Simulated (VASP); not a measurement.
# Zr (Fm-3m) in VASP: notebook

The runs below take Zr through single point, with LDA, PBE.

Program: VASP 6.6.1. These are calculated values, not measurements. Logs are shortened: lines on timing, memory, paths and dates and some standing lists are left out, and cuts for length are marked.

## Step 1: The cell of the first run

The structure is cubic, space group Fm-3m (No. 225). The conventional cell has a = 4.529 Å, b = 4.529 Å, c = 4.529 Å, α = 90.00°, β = 90.00°, γ = 90.00°. Within 4.2 Å of Zr (site symmetry m-3m) lie 12 Zr at 3.20 Å.

## Step 2: Single point, LDA

Input file INCAR:

```
SYSTEM = Zr
PREC     = Accurate       ! precision mode
ENCUT    = 520            ! plane-wave cutoff, eV
EDIFF    = 1E-7           ! SCF threshold, eV
ISMEAR   = 0              ! smearing method
SIGMA    = 0.1            ! smearing width, eV
LREAL    = .FALSE.        ! projectors in reciprocal space
LASPH    = .TRUE.         ! aspherical terms in the spheres
NELM     = 80             ! most SCF steps
ALGO     = Normal         ! electronic algorithm
ISIF     = 2              ! what is computed and relaxed
LWAVE    = .FALSE.        ! write WAVECAR
LCHARG   = .FALSE.        ! write CHGCAR
GGA      = CA             ! functional
NBANDS   = 12             ! bands
```

Input file KPOINTS:

```
Automatic mesh
0
G
  10 10 10
  0 0 0
```

Input file POSCAR:

```
Zr
1.0
    0.0000000000      2.2646202716      2.2646202716
    2.2646202716      0.0000000000      2.2646202716
    2.2646202716      2.2646202716      0.0000000000
Zr
1
Direct
    0.0000000000      0.0000000000      0.0000000000
```

Potentials or basis: VASP PAW LDA potentials, release 64 (Zr_sv).

Command:

```sh
> cat potpaw_LDA.64/Zr_sv/POTCAR > POTCAR
> mpirun -np 1 vasp_std > vasp.out
```

OUTCAR:

```text
SYSTEM = Zr
   PREC = Accurate
   ENCUT = 520
   EDIFF = 1E-7
   ISMEAR = 0
   LREAL = .FALSE.
   LASPH = .TRUE.
   NELM = 80
   ISIF = 2
   GGA = CA

 ion  position               nearest neighbor table
   1  0.000  0.000  0.000-

  LATTYP: Found a face centered cubic cell.
 ALAT       =     4.5292405432

  Lattice vectors:

 A1 = (   0.0000000000,   2.2646202716,   2.2646202716)
 A2 = (   2.2646202716,   0.0000000000,   2.2646202716)
 A3 = (   2.2646202716,   2.2646202716,   0.0000000000)

Analysis of symmetry for initial positions (statically):
=====================================================================
 Subroutine PRICEL returns:
 Original cell was already a primitive cell.

 Routine SETGRP: Setting up the symmetry group for a
 face centered cubic supercell.

 Subroutine GETGRP returns: Found 48 space group operations
 (whereof 48 operations were pure point group operations)
 out of a pool of 48 trial point group operations.

The static configuration has the point symmetry O_h .

Analysis of symmetry for dynamics (positions and initial velocities):
=====================================================================
 Subroutine PRICEL returns:
 Original cell was already a primitive cell.

 Routine SETGRP: Setting up the symmetry group for a
 face centered cubic supercell.

 Subroutine GETGRP returns: Found 48 space group operations
 (whereof 48 operations were pure point group operations)
 out of a pool of 48 trial point group operations.

The dynamic configuration has the point symmetry O_h .

 Subroutine INISYM returns: Found 48 space group operations
 (whereof 48 operations are pure point group operations),
 and found     1 'primitive' translations

----------------------------------------------------------------------------------------

                                     Primitive cell

  volume of cell :      23.2282

  direct lattice vectors                    reciprocal lattice vectors
     0.000000000  2.264620272  2.264620272    -0.220787567  0.220787567  0.220787567
     2.264620272  0.000000000  2.264620272     0.220787567 -0.220787567  0.220787567
     2.264620272  2.264620272  0.000000000     0.220787567  0.220787567 -0.220787567

  length of vectors
     3.202656702  3.202656702  3.202656702     0.382415284  0.382415284  0.382415284

  position of ions in fractional coordinates (direct lattice)
     0.000000000  0.000000000  0.000000000

  ion indices of the primitive-cell ions
   primitive index   ion index
[... 75 lines left out ...]
   EDIFFG = 0.1E-05   stopping-criterion for IOM
   NSW    =      0    number of steps for IOM
   IBRION =     -1    ionic relax: 0-MD 1-quasi-New 2-CG
   NFREE  =      0    steps in history (QN), initial steepest desc. (CG)
   ISIF   =      2    stress and relaxation
   ISYM   =      2    0-nonsym 1-usesym 2-fastsym
   POTIM  = 0.5000    time-step for ionic-motion
   TEBEG  =    0.0;   TEEND  =   0.0 temperature during run
   PSTRESS=    0.0 pullay stress
   NELECT =      12.0000    total number of electrons
   NUPDOWN=      -1.0000    fix difference up-down
   EMIN   =  10.00;   EMAX   =-10.00  energy-range for DOS
   EFERMI =   0.00;   METHOD = LEGACY
   ISMEAR =     0;   SIGMA  =   0.10  broadening in eV -4-tet -1-fermi 0-gaus
   EFERMI_NEDOS =   21; number of points for ismear=-14 and -15
   IALGO  =     38    algorithm
   IMIX   =      4    mixing-type and parameters
     AMIX     =   0.40;   BMIX     =  1.00
     AMIX_MAG =   1.60;   BMIX_MAG =  1.00
  volume/ion in A,a.u.               =      23.23       156.75
  Fermi-wavevector in a.u.,A,eV,Ry     =   1.313600  2.482344 23.477470  1.725545
  Thomas-Fermi vector in A             =   2.443912
   LORBIT       =      0    0 simple, 1 ext, 2 COOP (PROOUT), +10 PAW based schemes
   GGA     = CA    functional components
   LHFCALC =     F    Hartree Fock is set to
   AEXX    =    0.0000 exact exchange contribution
   IVDW    =     0    specifies the selected vdW correction
   LEPSILON=     F    determine dielectric tensor
   LRPA    =     F    only Hartree local field effects (RPA)
 non-spin polarized calculation
 Gauss-broadening in eV      SIGMA  =   0.10
  energy-cutoff  :      520.00
  volume of cell :       23.23
 maximum number of plane-waves:       636
   NGX = 11   NGY = 11   NGZ = 11

 number of electron      12.0000000 magnetization

 Free energy of the ion-electron system (eV)
  ---------------------------------------------------
  ext. energy  EPLUGINS =         0.00000000
  ---------------------------------------------------
  free energy    TOTEN  =        -9.23454550 eV

  energy without entropy =       -9.22660731  energy(sigma->0) =       -9.23057641

 E-fermi :   8.7049     XC(G=0): -11.3052

 val. band max:        8.6797597352   @ k =  -0.3000   0.2000   0.0000
 cond. band min:       8.7200774536   @ k =   0.4000   0.1000   0.0000
 fundamental gap:      0.0403177184
 Fermi energy:         8.7049393362

 k-point     1 :       0.0000    0.0000    0.0000
  band No.  band energies     occupation
      1     -39.7167      2.00000
      2     -17.3658      2.00000
      3     -17.3658      2.00000
      4     -17.3658      2.00000
      5       3.1816      2.00000
      6       9.6590      0.00000
      7       9.6590      0.00000
      8       9.6590      0.00000
      9      12.0564      0.00000
     10      12.0564      0.00000
     11      19.2819      0.00000
     12      23.3970      0.00000
[... 331 lines left out ...]
 k-point    24 :       0.4000    0.3000    0.0000
  band No.  band energies     occupation
      1     -39.5619      2.00000
      2     -18.1166      2.00000
      3     -17.6675      2.00000
      4     -17.6351      2.00000
      5       6.1066      2.00000
      6       7.1175      2.00000
      7       9.7829      0.00000
      8      12.0996      0.00000
      9      13.1260      0.00000
     10      13.7492      0.00000
     11      20.2496      0.00000
     12      21.3857      0.00000

 [... further k-points ...]
[... 5 lines left out ...]
  --------------------------------------------------------------------------------------
  -------------------------------------------------------------------------------------
  Total       -0.9435069     -0.9435069     -0.9435069     -0.0000000     -0.0000000      0.0000000
  in kB      -65.0787973    -65.0787973    -65.0787973     -0.0000000     -0.0000000      0.0000000
  external PRESSURE =     -65.0787973 kB  Pullay stress =       0.0000000 kB

 VOLUME and BASIS-vectors are now :
 -----------------------------------------------------------------------------
  energy-cutoff  :      520.00
  volume of cell :       23.23
      direct lattice vectors                 reciprocal lattice vectors
     0.000000000  2.264620272  2.264620272    -0.220787567  0.220787567  0.220787567
     2.264620272  0.000000000  2.264620272     0.220787567 -0.220787567  0.220787567
     2.264620272  2.264620272  0.000000000     0.220787567  0.220787567 -0.220787567

 POSITION                                       TOTAL-FORCE (eV/Angst)
 -----------------------------------------------------------------------------------
      0.00000      0.00000      0.00000        -0.000000     -0.000000     -0.000000
 -----------------------------------------------------------------------------------
    total drift:                               -0.000000     -0.000000     -0.000000

  FREE ENERGIE OF THE ION-ELECTRON SYSTEM (eV)
  ---------------------------------------------------
  free  energy   TOTEN  =        -9.2345455032 eV

  energy  without entropy=       -9.2266073087  energy(sigma->0) =       -9.23057641
```

stdout:

```text
POSCAR found type information on POSCAR Zr
 POSCAR found :  1 types and       1 ions
 scaLAPACK will be used
 LDA part: xc-table for (Slater(with rela. corr.)+CA(PZ))
 , standard interpolation
 POSCAR, INCAR and KPOINTS ok, starting setup
 FFT: planning ... GRIDC
 FFT: planning ... GRID_SOFT
 FFT: planning ... GRID
 WAVECAR not read
 entering main loop
```

Run time: 20 s. Hardware: 1 thread of AMD EPYC 7R13, shared host; peak memory 0.1 GiB.

Results:

```yaml
Free_energy: -9.2345 eV
Pressure: -6.5 GPa
Band_gap_on_the_k_mesh: zero (band 6 reaches 9.66 eV, above the bottom of band 7 at 8.41 eV)
```

Levels at points of the mesh, in eV from the Fermi level:
```tsv
k point	band 2	band 3	band 4	band 5	band 6	band 7	band 8	band 9	band 10	band 11
(0.00, 0.00, 0.00)	-26.07	-26.07	-26.07	-5.52	0.95	0.95	0.95	3.35	3.35	10.58
(0.50, 0.00, 0.00)	-27.05	-26.20	-26.20	-2.94	0.77	0.77	1.20	5.17	5.17	9.52
(0.50, 0.50, 0.00)	-26.99	-26.42	-26.42	-2.98	-2.19	3.07	5.15	5.69	5.69	9.81
```

## Step 3: Single point, PBE

Input file INCAR:

```
PREC     = Accurate       # precision mode
ENCUT    = 520            # plane-wave cutoff, eV
EDIFF    = 1E-7           # SCF threshold, eV
ISMEAR   = -5             # smearing method
SIGMA    = 0.1            # smearing width, eV
LREAL    = False          # projectors in reciprocal space
LASPH    = True           # aspherical terms in the spheres
NELM     = 60             # most SCF steps
ALGO     = Normal         # electronic algorithm
ISIF     = 2              # what is computed and relaxed
LWAVE    = False          # write WAVECAR
LCHARG   = True           # write CHGCAR
GGA      = PE             # functional
LELF     = True           # ELF
LVHAR    = True         
NBANDS   = 12             # bands
```

Input file KPOINTS:

```
Automatic mesh
0
Gamma
  10 10 10
```

POSCAR is that of step 2.

Potentials or basis: VASP PAW PBE potentials, release 64 (Zr_sv).

Command:

```sh
> cat potpaw_PBE.64/Zr_sv/POTCAR > POTCAR
> mpirun -np 1 vasp_std > vasp.out
```

OUTCAR:

```text
PREC = Accurate
   ENCUT = 520
   EDIFF = 1E-7
   ISMEAR = -5
   LREAL = False
   LASPH = True
   NELM = 60
   ISIF = 2
   GGA = PE

 ion  position               nearest neighbor table
   1  0.000  0.000  0.000-

  LATTYP: Found a face centered cubic cell.
 ALAT       =     4.5292405432

  Lattice vectors:

 A1 = (   0.0000000000,   2.2646202716,   2.2646202716)
 A2 = (   2.2646202716,   0.0000000000,   2.2646202716)
 A3 = (   2.2646202716,   2.2646202716,   0.0000000000)

Analysis of symmetry for initial positions (statically):
=====================================================================
 Subroutine PRICEL returns:
 Original cell was already a primitive cell.

 Routine SETGRP: Setting up the symmetry group for a
 face centered cubic supercell.

 Subroutine GETGRP returns: Found 48 space group operations
 (whereof 48 operations were pure point group operations)
 out of a pool of 48 trial point group operations.

The static configuration has the point symmetry O_h .

Analysis of symmetry for dynamics (positions and initial velocities):
=====================================================================
 Subroutine PRICEL returns:
 Original cell was already a primitive cell.

 Routine SETGRP: Setting up the symmetry group for a
 face centered cubic supercell.

 Subroutine GETGRP returns: Found 48 space group operations
 (whereof 48 operations were pure point group operations)
 out of a pool of 48 trial point group operations.

The dynamic configuration has the point symmetry O_h .

 Subroutine INISYM returns: Found 48 space group operations
 (whereof 48 operations are pure point group operations),
 and found     1 'primitive' translations

----------------------------------------------------------------------------------------

                                     Primitive cell

[... 114 lines left out ...]
   LORBIT       =      0    0 simple, 1 ext, 2 COOP (PROOUT), +10 PAW based schemes
   GGA     = PE    functional components
   LHFCALC =     F    Hartree Fock is set to
   AEXX    =    0.0000 exact exchange contribution
   IVDW    =     0    specifies the selected vdW correction
   LEPSILON=     F    determine dielectric tensor
   LRPA    =     F    only Hartree local field effects (RPA)
 non-spin polarized calculation
 Fermi weights with tetrahedron method with Bloechl corrections
  energy-cutoff  :      520.00
  volume of cell :       23.23
 maximum number of plane-waves:       636
   NGX = 11   NGY = 11   NGZ = 11

 number of electron      12.0000000 magnetization

 Free energy of the ion-electron system (eV)
  ---------------------------------------------------
  ext. energy  EPLUGINS =         0.00000000
  ---------------------------------------------------
  free energy    TOTEN  =        -8.48088745 eV

  energy without entropy =       -8.48088745  energy(sigma->0) =       -8.48088745

 E-fermi :   8.9263     XC(G=0): -11.0937

 val. band max:        8.9533340144   @ k =   0.2000   0.1000   0.0000
 cond. band min:       8.8966908929   @ k =  -0.3000   0.2000   0.0000
 fundamental gap:     -0.0566431215
 Fermi energy:         8.9262520744

 k-point     1 :       0.0000    0.0000    0.0000
  band No.  band energies     occupation
      1     -39.7964      2.00000
      2     -17.3096      2.00000
      3     -17.3096      2.00000
      4     -17.3096      2.00000
      5       3.3573      2.00000
      6       9.8883      0.00000
      7       9.8883      0.00000
      8       9.8883      0.00000
      9      12.3069      0.00000
     10      12.3069      0.00000
     11      19.4095      0.00000
     12      23.5985      0.00000
[... 331 lines left out ...]
 k-point    24 :       0.4000    0.3000    0.0000
  band No.  band energies     occupation
      1     -39.6457      2.00000
      2     -18.0464      2.00000
      3     -17.6053      2.00000
      4     -17.5735      2.00000
      5       6.2995      2.00000
      6       7.3258      2.00000
      7       9.9774      0.00000
      8      12.3222      0.00000
      9      13.3292      0.00000
     10      13.9753      0.00000
     11      20.4579      0.00000
     12      21.5859      0.00000

 [... further k-points ...]

------------------------ aborting loop because EDIFF is reached ----------------------------------------

  FORCE on cell =-STRESS in cart. coord.  units (eV):
  Direction    XX          YY          ZZ          XY          YZ          ZX
  --------------------------------------------------------------------------------------
  -------------------------------------------------------------------------------------
  Total       -0.0157443     -0.0157443     -0.0157443      0.0000000      0.0000000     -0.0000000
  in kB       -1.0859680     -1.0859680     -1.0859680      0.0000000      0.0000000     -0.0000000
  external PRESSURE =      -1.0859680 kB  Pullay stress =       0.0000000 kB

 VOLUME and BASIS-vectors are now :
 -----------------------------------------------------------------------------
  energy-cutoff  :      520.00
  volume of cell :       23.23
      direct lattice vectors                 reciprocal lattice vectors
     0.000000000  2.264620272  2.264620272    -0.220787567  0.220787567  0.220787567
     2.264620272  0.000000000  2.264620272     0.220787567 -0.220787567  0.220787567
     2.264620272  2.264620272  0.000000000     0.220787567  0.220787567 -0.220787567

 POSITION                                       TOTAL-FORCE (eV/Angst)
 -----------------------------------------------------------------------------------
      0.00000      0.00000      0.00000         0.000000      0.000000      0.000000
 -----------------------------------------------------------------------------------
    total drift:                               -0.000000     -0.000000      0.000000

  FREE ENERGIE OF THE ION-ELECTRON SYSTEM (eV)
  ---------------------------------------------------
  free  energy   TOTEN  =        -8.4808874525 eV

  energy  without entropy=       -8.4808874525  energy(sigma->0) =       -8.48088745
```

stdout:

```text
POSCAR found type information on POSCAR Zr
 POSCAR found :  1 types and       1 ions
 scaLAPACK will be used
 LDA part: xc-table for (Slater+PW92), standard interpolation
 POSCAR, INCAR and KPOINTS ok, starting setup
 FFT: planning ... GRIDC
 FFT: planning ... GRID_SOFT
 FFT: planning ... GRID
 WAVECAR not read
 entering main loop
 -----------------------------------------------------------------------------
|                                                                             |
|           W    W    AA    RRRRR   N    N  II  N    N   GGGG   !!!           |
|           W    W   A  A   R    R  NN   N  II  NN   N  G    G  !!!           |
|           W    W  A    A  R    R  N N  N  II  N N  N  G       !!!           |
|           W WW W  AAAAAA  RRRRR   N  N N  II  N  N N  G  GGG   !            |
|           WW  WW  A    A  R   R   N   NN  II  N   NN  G    G                |
|           W    W  A    A  R    R  N    N  II  N    N   GGGG   !!!           |
|                                                                             |
|     Tetrahedron method does not include variations of the Fermi             |
|     occupations, so forces and stress will be inaccurate. We suggest        |
|     using a different smearing scheme ISMEAR = 1 or 2 for metals in         |
|     relaxations.                                                            |
|                                                                             |
 -----------------------------------------------------------------------------
```

It took 25 s on 1 thread of AMD EPYC 7R13, shared host; peak memory 0.11 GiB.

What came out:

| Property | Result |
| --- | --- |
| Free energy | -8.4809 eV |
| Pressure | -0.1 GPa |
| Band gap on the k mesh | zero (band 6 reaches 9.89 eV, above the bottom of band 7 at 8.63 eV) |

Levels at points of the mesh, in eV from the Fermi level:
| k point | band 4 | band 5 | band 6 | band 7 | band 8 | band 9 |
| --- | --- | --- | --- | --- | --- | --- |
| (0.00, 0.00, 0.00) | -26.24 | -5.57 | 0.96 | 0.96 | 0.96 | 3.38 |
| (0.50, 0.00, 0.00) | -26.36 | -2.96 | 0.79 | 0.79 | 1.10 | 5.16 |
| (0.50, 0.50, 0.00) | -26.58 | -2.99 | -2.20 | 2.99 | 5.17 | 5.67 |

Caveat: tetrahedron occupations give inexact forces and stress in metals.
